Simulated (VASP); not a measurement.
# Na (P6_3/mmc) in VASP: notebook, part 2 of 2

VASP 6.6.1. The steps go on from the part before.

### 3 Single point, revPBE (volume scaled by 0.88)

Input file INCAR:

```
  PREC = Accurate
  ENCUT = 520
  EDIFF = 1E-6
  ISMEAR = -1
  SIGMA = 0.1
  LREAL = F
  LASPH = T
  NELM = 80
  ALGO = Normal
  ISIF = 2
  LWAVE = F
  LCHARG = F
  GGA = RE
  NBANDS = 22
```

Input file KPOINTS:

```
Automatic mesh
0
Gamma
  11 11 3
```

Input file POSCAR:

```
Na
1.0
    3.6658372644      0.0000000000      0.0000000000
   -1.8329186322      3.1747081971      0.0000000000
    0.0000000000      0.0000000000     11.9183118633
Na
4
Direct
    1.0000000000      1.0000000000      0.0000000000
    1.0000000000      1.0000000000      0.5000000000
    0.3333333333      0.6666666667      0.2500000000
    0.6666666667      0.3333333333      0.7500000000
```

Potentials or basis: VASP PAW PBE potentials, release 64 (Na_pv).

On the command line:

```bash
$ cat potpaw_PBE.64/Na_pv/POTCAR > POTCAR
$ mpirun -np 1 vasp_std > vasp.out
```

OUTCAR:

```text
PREC = Accurate
   ENCUT = 520
   EDIFF = 1E-6
   ISMEAR = -1
   LREAL = F
   LASPH = T
   NELM = 80
   ISIF = 2
   GGA = RE

 ion  position               nearest neighbor table
   1  0.000  0.000  0.000-
   2  0.000  0.000  0.500-
   3  0.333  0.667  0.250-
   4  0.667  0.333  0.750-

  LATTYP: Found a hexagonal cell.
 ALAT       =     3.6658372644
 C/A-ratio  =     3.2511841098

  Lattice vectors:

 A1 = (   3.6658372644,   0.0000000000,   0.0000000000)
 A2 = (  -1.8329186322,   3.1747081971,   0.0000000000)
 A3 = (   0.0000000000,   0.0000000000,  11.9183118633)

Analysis of symmetry for initial positions (statically):
=====================================================================
 Subroutine PRICEL returns:
 Original cell was already a primitive cell.

 Routine SETGRP: Setting up the symmetry group for a
 hexagonal supercell.

 Subroutine GETGRP returns: Found 24 space group operations
 (whereof 12 operations were pure point group operations)
 out of a pool of 24 trial point group operations.

The static configuration has the point symmetry D_3d.
 The point group associated with its full space group is D_6h.

Analysis of symmetry for dynamics (positions and initial velocities):
=====================================================================
 Subroutine PRICEL returns:
 Original cell was already a primitive cell.

 Routine SETGRP: Setting up the symmetry group for a
 hexagonal supercell.

 Subroutine GETGRP returns: Found 24 space group operations
 (whereof 12 operations were pure point group operations)
 out of a pool of 24 trial point group operations.

The dynamic configuration has the point symmetry D_3d.
 The point group associated with its full space group is D_6h.

 Subroutine INISYM returns: Found 24 space group operations
 (whereof 12 operations are pure point group operations),
 and found     1 'primitive' translations

----------------------------------------------------------------------------------------

                                     Primitive cell

  volume of cell :     138.7049

  direct lattice vectors                    reciprocal lattice vectors
     3.665837264  0.000000000  0.000000000     0.272788978  0.157494790  0.000000000
    -1.832918632  3.174708197  0.000000000     0.000000000  0.314989579  0.000000000
     0.000000000  0.000000000 11.918311863     0.000000000  0.000000000  0.083904500

  length of vectors
     3.665837264  3.665837264 11.918311863     0.314989579  0.314989579  0.083904500

  position of ions in fractional coordinates (direct lattice)
     0.000000000  0.000000000  0.000000000
     0.000000000  0.000000000  0.500000000
     0.333333333  0.666666667  0.250000000
     0.666666667  0.333333333  0.750000000

  ion indices of the primitive-cell ions
   primitive index   ion index
                 1           1
                 2           2
                 3           3
                 4           4

----------------------------------------------------------------------------------------

 KPOINTS: Automatic mesh

Automatic generation of k-mesh.
 Grid dimensions read from file:
 generate k-points for:   11   11    3

 Generating k-lattice:

  Cartesian coordinates                     Fractional coordinates (reciprocal lattice)
     0.024798998  0.014317708  0.000000000     0.090909091  0.000000000  0.000000000
     0.000000000  0.028635416  0.000000000     0.000000000  0.090909091  0.000000000
     0.000000000  0.000000000  0.027968167     0.000000000  0.000000000  0.333333333

  Length of vectors
     0.028635416  0.028635416  0.027968167

  Shift w.r.t. Gamma in fractional coordinates (k-lattice)
     0.000000000  0.000000000  0.000000000

 Subroutine IBZKPT returns following result:
 ===========================================

 Found     32 irreducible k-points:

 Following reciprocal coordinates:
            Coordinates               Weight
  0.000000  0.000000  0.000000      1.000000
  0.090909  0.000000  0.000000      6.000000
  0.181818  0.000000  0.000000      6.000000
  0.272727  0.000000  0.000000      6.000000
  0.363636 -0.000000  0.000000      6.000000
  0.454545 -0.000000  0.000000      6.000000
[... 16 lines left out ...]
  0.090909  0.090909  0.333333     12.000000
  0.181818  0.090909  0.333333     24.000000
 [... further k-points ...]
   k-points           NKPTS =     32   k-points in BZ     NKDIM =     32   number of bands    NBANDS=     22
   number of dos      NEDOS =    301   number of ions     NIONS =      4
   total plane-waves  NPLWV =  70560
   dimension x,y,z NGX =    28 NGY =   28 NGZ =   90
   dimension x,y,z NGXF=    56 NGYF=   56 NGZF=  180
   ions per type =               4
   NGX,Y,Z   is equivalent  to a cutoff of  12.70, 12.70, 12.55 a.u.
   NGXF,Y,Z  is equivalent  to a cutoff of  25.40, 25.40, 25.11 a.u.
 SYSTEM =  unknown system
   PREC   = accura    normal or accurate (medium, high low for compatibility)
   ISTART =      0    job   : 0-new  1-cont  2-samecut
   ICHARG =      2    charge: 1-file 2-atom 10-const
   ISPIN  =      1    spin polarized calculation?
   LNONCOLLINEAR =      F non collinear calculations
   LSORBIT =      F    spin-orbit coupling
   LASPH  =      T    aspherical Exc in radial PAW
   ENCUT  =  520.0 eV  38.22 Ry    6.18 a.u.   6.82  6.82 22.16*2*pi/ulx,y,z
   NELM   =     80;   NELMIN=  2; NELMDL= -5     # of ELM steps
   EDIFF  = 0.1E-05   stopping-criterion for ELM
   LREAL  =      F    real-space projection
   EDIFFG = 0.1E-04   stopping-criterion for IOM
   NSW    =      0    number of steps for IOM
   IBRION =     -1    ionic relax: 0-MD 1-quasi-New 2-CG
   NFREE  =      0    steps in history (QN), initial steepest desc. (CG)
   ISIF   =      2    stress and relaxation
   ISYM   =      2    0-nonsym 1-usesym 2-fastsym
   POTIM  = 0.5000    time-step for ionic-motion
   TEBEG  =    0.0;   TEEND  =   0.0 temperature during run
   PSTRESS=    0.0 pullay stress
   NELECT =      28.0000    total number of electrons
   NUPDOWN=      -1.0000    fix difference up-down
   EMIN   =  10.00;   EMAX   =-10.00  energy-range for DOS
   EFERMI =   0.00;   METHOD = LEGACY
   ISMEAR =    -1;   SIGMA  =   0.10  broadening in eV -4-tet -1-fermi 0-gaus
   EFERMI_NEDOS =   21; number of points for ismear=-14 and -15
   IALGO  =     38    algorithm
   IMIX   =      4    mixing-type and parameters
     AMIX     =   0.40;   BMIX     =  1.00
     AMIX_MAG =   1.60;   BMIX_MAG =  1.00
  volume/ion in A,a.u.               =      34.68       234.01
  Fermi-wavevector in a.u.,A,eV,Ry     =   0.960352  1.814801 12.548316  0.922275
  Thomas-Fermi vector in A             =   2.089628
   LORBIT       =      0    0 simple, 1 ext, 2 COOP (PROOUT), +10 PAW based schemes
   GGA     = RE    functional components
   LHFCALC =     F    Hartree Fock is set to
   AEXX    =    0.0000 exact exchange contribution
   IVDW    =     0    specifies the selected vdW correction
   LEPSILON=     F    determine dielectric tensor
   LRPA    =     F    only Hartree local field effects (RPA)
 non-spin polarized calculation
  energy-cutoff  :      520.00
  volume of cell :      138.70
 maximum number of plane-waves:      3756
 NGX is ok and might be reduce to    28
   NGX = 13   NGY = 13   NGZ = 45

 number of electron      28.0000007 magnetization

 Free energy of the ion-electron system (eV)
  ---------------------------------------------------
  ext. energy  EPLUGINS =         0.00000000
  ---------------------------------------------------
  free energy    TOTEN  =        -4.77652733 eV

  energy without entropy =       -4.70718143  energy(sigma->0) =       -4.74185438

 E-fermi :   0.6547     XC(G=0):  -6.5484

 val. band max:        0.6496743755   @ k =   0.1818   0.0000   0.3333
 cond. band min:       0.6648498422   @ k =   0.2727   0.2727   0.3333
 fundamental gap:      0.0151754668
 Fermi energy:         0.6547388580

 k-point     1 :       0.0000    0.0000    0.0000
  band No.  band energies     occupation
      1     -24.2689      2.00000
      2     -24.2470      2.00000
      3     -24.2468      2.00000
      4     -24.2311      2.00000
      5     -24.2311      2.00000
      6     -24.2280      2.00000
[... 14 lines left out ...]
     21      11.0122      0.00000
     22      11.2548      0.00000
[... 552 lines left out ...]
  band No.  band energies     occupation
      1     -24.2604      2.00000
      2     -24.2570      2.00000
      3     -24.2474      2.00000
      4     -24.2434      2.00000
      5     -24.2431      2.00000
      6     -24.2398      2.00000
[... 14 lines left out ...]
     21       7.3045      0.00000
     22       7.5259      0.00000

 [... further k-points ...]
[... 5 lines left out ...]
  --------------------------------------------------------------------------------------
  -------------------------------------------------------------------------------------
  Total        0.9358160      0.9358160      1.1376890      0.0000000      0.0000000      0.0000000
  in kB       10.8095918     10.8095918     13.1414237      0.0000000      0.0000000      0.0000000
  external PRESSURE =      11.5868691 kB  Pullay stress =       0.0000000 kB

 VOLUME and BASIS-vectors are now :
 -----------------------------------------------------------------------------
  energy-cutoff  :      520.00
  volume of cell :      138.70
      direct lattice vectors                 reciprocal lattice vectors
     3.665837264  0.000000000  0.000000000     0.272788978  0.157494790  0.000000000
    -1.832918632  3.174708197  0.000000000     0.000000000  0.314989579  0.000000000
     0.000000000  0.000000000 11.918311863     0.000000000  0.000000000  0.083904500

 POSITION                                       TOTAL-FORCE (eV/Angst)
 -----------------------------------------------------------------------------------
      0.00000      0.00000      0.00000        -0.000000     -0.000000     -0.000000
      0.00000      0.00000      5.95916        -0.000000     -0.000000     -0.000000
     -0.00000      2.11647      2.97958        -0.000000     -0.000000     -0.000000
      1.83292      1.05824      8.93873         0.000000      0.000000      0.000000
 -----------------------------------------------------------------------------------
    total drift:                                0.000000     -0.000000      0.000000

  FREE ENERGIE OF THE ION-ELECTRON SYSTEM (eV)
  ---------------------------------------------------
  free  energy   TOTEN  =        -4.7765273256 eV

  energy  without entropy=       -4.7071814317  energy(sigma->0) =       -4.74185438
```

Run time: 2 min. Hardware: 1 thread of AMD EPYC 7R13, shared host; peak memory 0.24 GiB.

Results:

```
Free energy            : -4.7765 eV
Pressure               : 1.2 GPa
Band gap on the k mesh : zero (band 14 reaches 1.84 eV, above the bottom of band 15 at -1.69 eV)
```

Caveat: the PAW data sets were made with another functional, which shifts forces and pressure a little.

### 4 Single point, revPBE (volume scaled by 0.92)

Input file INCAR:

```
SYSTEM = Na
PREC = Accurate
ENCUT = 520
EDIFF = 1E-6
ISMEAR = -1
SIGMA = 0.1
LREAL = .False.
LASPH = .True.
NELM = 100
ALGO = Normal
ISIF = 2
LWAVE = .False.
LCHARG = .False.
GGA = RE
NBANDS = 22
```

Input file KPOINTS:

```
Automatic mesh
0
Gamma
  11 11 3
  0 0 0
```

Input file POSCAR:

```
Na
1.0
    3.7205593211      0.0000000000      0.0000000000
   -1.8602796606      3.2220988884      0.0000000000
    0.0000000000      0.0000000000     12.0962233445
Na
4
Direct
    1.0000000000      1.0000000000      0.0000000000
    1.0000000000      1.0000000000      0.5000000000
    0.3333333333      0.6666666667      0.2500000000
    0.6666666667      0.3333333333      0.7500000000
```

On the command line:

```bash
$ cat potpaw_PBE.64/Na_pv/POTCAR > POTCAR
$ mpirun -np 1 vasp_std > vasp.out
```

Run time: 1.9 min. Hardware: 1 thread of AMD EPYC 7R13, shared host; peak memory 0.24 GiB.

Results (log left out):

| Item | Value |
| --- | --- |
| Free energy | -4.8129 eV |
| Pressure | 0.7 GPa |
| Band gap on the k mesh | zero (band 14 reaches 1.68 eV, above the bottom of band 15 at -1.77 eV) |

Stress tensor (GPa, compression positive):
```
0.64 0.00 0.00
0.00 0.64 0.00
0.00 0.00 0.85
```

Levels at points of the mesh, in eV from the Fermi level:
```
           k point  band 13  band 14  band 15  band 16  band 17  band 18
(0.00, 0.00, 0.00)    -3.34    -2.28    -2.28     0.54     1.03     5.64
```

Caveat: the PAW data sets were made with another functional, which shifts forces and pressure a little.

### 5 The runs side by side

| cell | k mesh | gap on the mesh (eV) | pressure (GPa) |
| --- | --- | --- | --- |
| a = 3.825, b = 3.825, c = 12.437 Å, angles 90.0, 90.0, 120.0°, 4 atoms | 10 × 10 × 3 | none | 0.0 |
| a = 3.666, b = 3.666, c = 11.918 Å, angles 90.0, 90.0, 120.0°, 4 atoms | 11 × 11 × 3 | none | 1.2 |
| a = 3.721, b = 3.721, c = 12.096 Å, angles 90.0, 90.0, 120.0°, 4 atoms | 11 × 11 × 3 | none | 0.7 |

Alike in all rows: task single point; level revPBE; potentials or basis VASP PAW PBE potentials, release 64 (Na_pv); no spin polarisation; cutoff (eV) 520; smearing fermi-dirac 0.1 eV.

Caveats: the PAW data sets were made with another functional, which shifts forces and pressure a little.

Absolute energies hang on the potentials; compare differences alone.
